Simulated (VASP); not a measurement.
# MgO (Immm) in VASP: notebook

The runs below take MgO through single point, with PBE.

All numbers are computed with VASP 6.6.1; they aren't measurements. Logs are shortened: lines on timing, memory, paths and dates and some standing lists are left out, and cuts for length are marked.

## Step 1: The cell of the first run

The structure is orthorhombic, space group Immm (No. 71). The conventional cell has a = 2.906 Å, b = 3.133 Å, c = 4.270 Å, α = 90.00°, β = 90.00°, γ = 90.00°. Within 2.8 Å of Mg (site symmetry mmm) lie 6 O at 2.14 Å. Within 2.8 Å of O (site symmetry mmm) lie 6 Mg at 2.14 Å.

## Step 2: Single point, PBE (strain +0.0750 x Voigt [0, 0, 0, 0, 0, 1])

Input file INCAR:

```
SYSTEM = MgO
PREC = Accurate ; ENCUT = 520
EDIFF = 1E-6 ; ISMEAR = 0
SIGMA = 0.05 ; LREAL = .FALSE.
LASPH = .TRUE. ; NELM = 60
ALGO = Normal ; ISIF = 2
LWAVE = .FALSE. ; LCHARG = .FALSE.
GGA = PE ; NBANDS = 11
```

Input file KPOINTS:

```
regular mesh
0
G
  10 10 10
  0 0 0
```

Input file POSCAR:

```
MgO
1.0
    0.0800681250      2.1351500000      2.1351500000
    2.1351500000      0.0800681250      2.1351500000
    2.2152181250      2.2152181250      0.0000000000
Mg O
1 1
Direct
    0.0000000000      0.0000000000      0.0000000000
    0.5000000000      0.5000000000      0.5000000000
```

Potentials or basis: VASP PAW PBE potentials, release 64 (Mg, O).

Run with:

```console
cat potpaw_PBE.64/Mg/POTCAR potpaw_PBE.64/O/POTCAR > POTCAR
mpirun -np 1 vasp_std > vasp.out
```

OUTCAR:

```text
SYSTEM = MgO
   PREC = Accurate
   ENCUT = 520
   EDIFF = 1E-6
   ISMEAR = 0
   LREAL = .FALSE.
   LASPH = .TRUE.
   NELM = 60
   ISIF = 2
   GGA = PE

 ion  position               nearest neighbor table
   1  0.000  0.000  0.000-   2 2.14   2 2.14   2 2.14   2 2.14   2 2.14   2 2.14
   2  0.500  0.500  0.500-   1 2.14   1 2.14   1 2.14   1 2.14   1 2.14   1 2.14

  LATTYP: Found a body centered orthorhombic cell.
 ALAT       =     2.9063246594
 B/A-ratio  =     1.0779220779
 C/A-ratio  =     1.4693127921

  Lattice vectors:

 A1 = (   2.1351500000,   0.0800681250,  -2.1351500000)
 A2 = (  -2.1351500000,  -0.0800681250,  -2.1351500000)
 A3 = (   0.0800681250,   2.1351500000,   2.1351500000)

Analysis of symmetry for initial positions (statically):
=====================================================================
 Subroutine PRICEL returns:
 Original cell was already a primitive cell.

 Routine SETGRP: Setting up the symmetry group for a
 body centered orthorhombic supercell.

 Subroutine GETGRP returns: Found  8 space group operations
 (whereof  8 operations were pure point group operations)
 out of a pool of  8 trial point group operations.

The static configuration has the point symmetry D_2h.

Analysis of symmetry for dynamics (positions and initial velocities):
=====================================================================
 Subroutine PRICEL returns:
 Original cell was already a primitive cell.

 Routine SETGRP: Setting up the symmetry group for a
 body centered orthorhombic supercell.

 Subroutine GETGRP returns: Found  8 space group operations
 (whereof  8 operations were pure point group operations)
 out of a pool of  8 trial point group operations.

The dynamic configuration has the point symmetry D_2h.

 Subroutine INISYM returns: Found  8 space group operations
 (whereof  8 operations are pure point group operations),
 and found     1 'primitive' translations

----------------------------------------------------------------------------------------

                                     Primitive cell

  volume of cell :      19.4403

  direct lattice vectors                    reciprocal lattice vectors
     0.080068125  2.135150000  2.135150000    -0.243299309  0.243299309  0.234175585
     2.135150000  0.080068125  2.135150000     0.243299309 -0.243299309  0.234175585
     2.215218125  2.215218125  0.000000000     0.225711407  0.225711407 -0.234175585

  length of vectors
     3.020619465  3.020619465  3.132791516     0.416205853  0.416205853  0.395890746

  position of ions in fractional coordinates (direct lattice)
     0.000000000  0.000000000  0.000000000
     0.500000000  0.500000000  0.500000000

  ion indices of the primitive-cell ions
   primitive index   ion index
                 1           1
                 2           2

----------------------------------------------------------------------------------------

 KPOINTS: regular mesh

Automatic generation of k-mesh.
 Grid dimensions read from file:
 generate k-points for:   10   10   10

 Generating k-lattice:

  Cartesian coordinates                     Fractional coordinates (reciprocal lattice)
    -0.024329931  0.024329931  0.023417558     0.100000000  0.000000000  0.000000000
     0.024329931 -0.024329931  0.023417558     0.000000000  0.100000000  0.000000000
     0.022571141  0.022571141 -0.023417558    -0.000000000 -0.000000000  0.100000000

  Length of vectors
     0.041620585  0.041620585  0.039589075

  Shift w.r.t. Gamma in fractional coordinates (k-lattice)
     0.000000000  0.000000000  0.000000000

 Subroutine IBZKPT returns following result:
 ===========================================

 Found    171 irreducible k-points:

 Following reciprocal coordinates:
            Coordinates               Weight
  0.000000  0.000000  0.000000      1.000000
  0.100000 -0.000000  0.000000      4.000000
  0.200000 -0.000000  0.000000      4.000000
  0.300000 -0.000000  0.000000      4.000000
  0.400000  0.000000  0.000000      4.000000
  0.500000 -0.000000  0.000000      2.000000
[... 16 lines left out ...]
  0.300000  0.300000  0.000000      2.000000
  0.400000  0.300000  0.000000      4.000000
 [... further k-points ...]
   k-points           NKPTS =    171   k-points in BZ     NKDIM =    171   number of bands    NBANDS=     11
   number of dos      NEDOS =    301   number of ions     NIONS =      2
   total plane-waves  NPLWV =  13824
   dimension x,y,z NGX =    24 NGY =   24 NGZ =   24
   dimension x,y,z NGXF=    48 NGYF=   48 NGZF=   48
   ions per type =               1   1
   NGX,Y,Z   is equivalent  to a cutoff of  13.21, 13.21, 12.74 a.u.
   NGXF,Y,Z  is equivalent  to a cutoff of  26.42, 26.42, 25.47 a.u.
 SYSTEM =  MgO
   PREC   = accura    normal or accurate (medium, high low for compatibility)
   ISTART =      0    job   : 0-new  1-cont  2-samecut
   ICHARG =      2    charge: 1-file 2-atom 10-const
   ISPIN  =      1    spin polarized calculation?
   LNONCOLLINEAR =      F non collinear calculations
   LSORBIT =      F    spin-orbit coupling
   LASPH  =      T    aspherical Exc in radial PAW
   ENCUT  =  520.0 eV  38.22 Ry    6.18 a.u.   5.62  5.62  5.82*2*pi/ulx,y,z
   NELM   =     60;   NELMIN=  2; NELMDL= -5     # of ELM steps
   EDIFF  = 0.1E-05   stopping-criterion for ELM
   LREAL  =      F    real-space projection
   EDIFFG = 0.1E-04   stopping-criterion for IOM
   NSW    =      0    number of steps for IOM
   IBRION =     -1    ionic relax: 0-MD 1-quasi-New 2-CG
   NFREE  =      0    steps in history (QN), initial steepest desc. (CG)
   ISIF   =      2    stress and relaxation
   ISYM   =      2    0-nonsym 1-usesym 2-fastsym
   POTIM  = 0.5000    time-step for ionic-motion
   TEBEG  =    0.0;   TEEND  =   0.0 temperature during run
   PSTRESS=    0.0 pullay stress
   NELECT =       8.0000    total number of electrons
   NUPDOWN=      -1.0000    fix difference up-down
   EMIN   =  10.00;   EMAX   =-10.00  energy-range for DOS
   EFERMI =   0.00;   METHOD = LEGACY
   ISMEAR =     0;   SIGMA  =   0.05  broadening in eV -4-tet -1-fermi 0-gaus
   EFERMI_NEDOS =   21; number of points for ismear=-14 and -15
   IALGO  =     38    algorithm
   IMIX   =      4    mixing-type and parameters
     AMIX     =   0.40;   BMIX     =  1.00
     AMIX_MAG =   1.60;   BMIX_MAG =  1.00
  volume/ion in A,a.u.               =       9.72        65.59
  Fermi-wavevector in a.u.,A,eV,Ry     =   1.217690  2.301101 20.174304  1.482770
  Thomas-Fermi vector in A             =   2.353002
   LORBIT       =      0    0 simple, 1 ext, 2 COOP (PROOUT), +10 PAW based schemes
   GGA     = PE    functional components
   LHFCALC =     F    Hartree Fock is set to
   AEXX    =    0.0000 exact exchange contribution
   IVDW    =     0    specifies the selected vdW correction
   LEPSILON=     F    determine dielectric tensor
   LRPA    =     F    only Hartree local field effects (RPA)
 non-spin polarized calculation
 Gauss-broadening in eV      SIGMA  =   0.05
  energy-cutoff  :      520.00
  volume of cell :       19.44
 maximum number of plane-waves:       538
   NGX = 11   NGY = 11   NGZ = 11

 number of electron       8.0000000 magnetization

 Free energy of the ion-electron system (eV)
  ---------------------------------------------------
  ext. energy  EPLUGINS =         0.00000000
  ---------------------------------------------------
  free energy    TOTEN  =       -11.86188868 eV

  energy without entropy =      -11.86188868  energy(sigma->0) =      -11.86188868

 E-fermi :   3.4934     XC(G=0): -10.8944

 val. band max:        3.1995395788   @ k =   0.0000   0.0000   0.0000
 cond. band min:       7.1904462756   @ k =   0.0000   0.0000   0.0000
 fundamental gap:      3.9909066968
 Fermi energy:         3.4934479667

 k-point     1 :       0.0000    0.0000    0.0000
  band No.  band energies     occupation
      1     -14.1550      2.00000
      2       2.6519      2.00000
      3       2.8921      2.00000
      4       3.1995      2.00000
      5       7.1904      0.00000
      6      17.4490      0.00000
      7      18.5499      0.00000
      8      19.5834      0.00000
      9      22.1621      0.00000
     10      24.0319      0.00000
     11      24.1254      0.00000

 k-point     2 :       0.1000   -0.0000    0.0000
  band No.  band energies     occupation
      1     -14.0491      2.00000
      2       2.4124      2.00000
      3       2.5870      2.00000
      4       2.9474      2.00000
      5       7.8314      0.00000
      6      17.6233      0.00000
      7      17.7000      0.00000
      8      19.1613      0.00000
      9      23.0139      0.00000
     10      23.1826      0.00000
     11      23.9414      0.00000

 k-point     3 :       0.2000   -0.0000    0.0000
  band No.  band energies     occupation
      1     -13.7582      2.00000
      2       1.1460      2.00000
      3       2.4229      2.00000
      4       2.7353      2.00000
      5       9.0095      0.00000
      6      16.0022      0.00000
      7      18.2227      0.00000
      8      19.3556      0.00000
      9      22.0387      0.00000
     10      22.8096      0.00000
     11      24.3563      0.00000

 k-point     4 :       0.3000   -0.0000    0.0000
  band No.  band energies     occupation
      1     -13.3667      2.00000
      2      -0.1258      2.00000
      3       2.2310      2.00000
      4       2.5141      2.00000
      5       9.9070      0.00000
      6      15.2317      0.00000
      7      18.3653      0.00000
      8      19.1534      0.00000
      9      22.3107      0.00000
     10      23.3775      0.00000
     11      23.9237      0.00000

 k-point     5 :       0.4000    0.0000    0.0000
  band No.  band energies     occupation
      1     -13.0169      2.00000
      2      -1.0554      2.00000
      3       2.0833      2.00000
      4       2.3466      2.00000
      5      10.2409      0.00000
      6      15.2708      0.00000
      7      18.1188      0.00000
      8      18.8092      0.00000
      9      23.0319      0.00000
     10      23.5104      0.00000
     11      25.0919      0.00000
[... 211 lines left out ...]
 k-point    21 :      -0.3000    0.2000    0.0000
  band No.  band energies     occupation
      1     -12.9296      2.00000
      2      -0.5658      2.00000
      3       1.2736      2.00000
      4       2.0259      2.00000
      5      11.6512      0.00000
      6      14.5499      0.00000
      7      16.4762      0.00000
      8      18.9602      0.00000
      9      22.1131      0.00000
     10      24.3629      0.00000
     11      26.8618      0.00000

 k-point    22 :      -0.2000    0.2000    0.0000
  band No.  band energies     occupation
      1     -13.2312      2.00000
      2      -0.0413      2.00000
      3       1.7502      2.00000
      4       2.2482      2.00000
      5      10.8531      0.00000
      6      14.5983      0.00000
      7      17.4317      0.00000
      8      19.4634      0.00000
      9      20.2631      0.00000
     10      24.4995      0.00000
     11      26.4703      0.00000

 k-point    23 :       0.3000    0.3000    0.0000
  band No.  band energies     occupation
      1     -13.2370      2.00000
      2      -0.1531      2.00000
      3       1.6344      2.00000
      4       2.4212      2.00000
      5      11.1659      0.00000
      6      13.3730      0.00000
      7      16.9728      0.00000
      8      19.5794      0.00000
      9      21.2105      0.00000
     10      26.7044      0.00000
     11      29.3633      0.00000

 k-point    24 :       0.4000    0.3000    0.0000
  band No.  band energies     occupation
      1     -13.0009      2.00000
      2      -0.5186      2.00000
      3       1.4832      2.00000
      4       2.0209      2.00000
      5      11.5793      0.00000
      6      13.4568      0.00000
      7      16.1383      0.00000
      8      19.8201      0.00000
      9      21.5556      0.00000
     10      27.2346      0.00000
     11      29.0585      0.00000

 [... further k-points ...]

------------------------ aborting loop because EDIFF is reached ----------------------------------------

  FORCE on cell =-STRESS in cart. coord.  units (eV):
  Direction    XX          YY          ZZ          XY          YZ          ZX
  --------------------------------------------------------------------------------------
  -------------------------------------------------------------------------------------
  Total       -0.2186426     -0.2186426     -0.3572400     -1.2875177      0.0000000      0.0000000
  in kB      -18.0194456    -18.0194456    -29.4419579   -106.1108460      0.0000000      0.0000000
  external PRESSURE =     -21.8269497 kB  Pullay stress =       0.0000000 kB

 VOLUME and BASIS-vectors are now :
 -----------------------------------------------------------------------------
  energy-cutoff  :      520.00
  volume of cell :       19.44
      direct lattice vectors                 reciprocal lattice vectors
     0.080068125  2.135150000  2.135150000    -0.243299309  0.243299309  0.234175585
     2.135150000  0.080068125  2.135150000     0.243299309 -0.243299309  0.234175585
     2.215218125  2.215218125  0.000000000     0.225711407  0.225711407 -0.234175585

 POSITION                                       TOTAL-FORCE (eV/Angst)
 -----------------------------------------------------------------------------------
      0.00000      0.00000      0.00000         0.000000      0.000000      0.000000
      2.21522      2.21522      2.13515        -0.000000     -0.000000     -0.000000
 -----------------------------------------------------------------------------------
    total drift:                               -0.000000     -0.000000      0.000000

  FREE ENERGIE OF THE ION-ELECTRON SYSTEM (eV)
  ---------------------------------------------------
  free  energy   TOTEN  =       -11.8618886842 eV

  energy  without entropy=      -11.8618886842  energy(sigma->0) =      -11.86188868
```

Wall time 13 s (1 thread of Intel Xeon 6975P-C, shared host); peak memory 0.17 GiB.

What came out:

| Item | Value |
| --- | --- |
| Free energy | -11.8619 eV |
| Pressure | -2.2 GPa |
| Band gap on the k mesh | 3.99 eV, direct |

Stress tensor (GPa, compression positive):
```
 -1.80 -10.61   0.00
-10.61  -1.80   0.00
  0.00   0.00  -2.94
```

Levels at points of the mesh, in eV from the valence-band top:
```csv
k point,band 2,band 3,band 4,band 5,band 6,band 7
"(0.00, 0.00, 0.00)",-0.55,-0.31,0.00,3.99,14.25,15.35
"(0.50, 0.00, 0.00)",-4.60,-1.17,-0.91,7.09,12.22,14.79
"(0.50, 0.50, 0.00)",-4.22,-2.01,-1.13,8.10,9.97,12.37
"(0.00, 0.00, 0.50)",-4.88,-0.89,-0.57,7.56,11.41,15.83
"(0.50, 0.00, 0.50)",-4.21,-1.58,-1.57,8.78,9.24,12.27
```

Caveat: the cell differs from its parent crystal (strain +0.0750 x Voigt [0, 0, 0, 0, 0, 1]).

## Step 3: Single point, PBE (strain -0.0500 x Voigt [0, 0, 0, 0, 0, 1])

Input file INCAR:

```
SYSTEM = MgO
PREC = Accurate
ENCUT = 520
EDIFF = 1E-6
ISMEAR = 0
SIGMA = 0.05
LREAL = .False.
LASPH = .True.
NELM = 60
ALGO = Normal
ISIF = 2
LWAVE = .False.
LCHARG = .False.
GGA = PE
NBANDS = 11
```

Input file KPOINTS:

```
Automatic mesh
0
Gamma
  10 10 10
  0 0 0
```

Input file POSCAR:

```
MgO
1.0
   -0.0533787500      2.1351500000      2.1351500000
    2.1351500000     -0.0533787500      2.1351500000
    2.0817712500      2.0817712500      0.0000000000
Mg O
1 1
Direct
    0.0000000000      0.0000000000      0.0000000000
    0.5000000000      0.5000000000      0.5000000000
```

Potentials or basis: VASP PAW PBE potentials, release 64 (Mg, O).

Run with:

```console
cat potpaw_PBE.64/Mg/POTCAR potpaw_PBE.64/O/POTCAR > POTCAR
mpirun -np 1 vasp_std > vasp.out
```

Run time: 13 s. Hardware: 1 thread of Intel Xeon 6975P-C, shared host; peak memory 0.17 GiB.

Results (log left out):

```
Free energy            : -11.8885 eV
Pressure               : -2.3 GPa
Band gap on the k mesh : 4.12 eV, direct
```

Stress tensor (GPa, compression positive):
```
-2.16  7.05  0.00
 7.05 -2.16  0.00
 0.00  0.00 -2.67
```

Levels at points of the mesh, in eV from the valence-band top:
| k point | band 1 | band 2 | band 3 | band 4 | band 5 | band 6 | band 7 | band 8 | band 9 |
| --- | --- | --- | --- | --- | --- | --- | --- | --- | --- |
| (0.00, 0.00, 0.00) | -17.25 | -0.36 | -0.20 | 0.00 | 4.12 | 14.68 | 15.41 | 16.11 | 19.13 |
| (0.50, 0.00, 0.00) | -16.12 | -4.72 | -0.79 | -0.59 | 7.60 | 11.67 | 15.84 | 16.31 | 20.31 |
| (0.50, 0.50, 0.00) | -15.82 | -4.11 | -1.77 | -1.18 | 8.48 | 9.76 | 12.47 | 17.69 | 18.68 |
| (0.00, 0.00, 0.50) | -16.00 | -4.54 | -0.99 | -0.81 | 7.28 | 12.21 | 15.15 | 15.60 | 19.86 |
| (0.50, 0.00, 0.50) | -15.81 | -4.11 | -1.48 | -1.48 | 8.88 | 9.34 | 12.43 | 18.16 | 18.20 |

Caveat: the cell differs from its parent crystal (strain -0.0500 x Voigt [0, 0, 0, 0, 0, 1]).
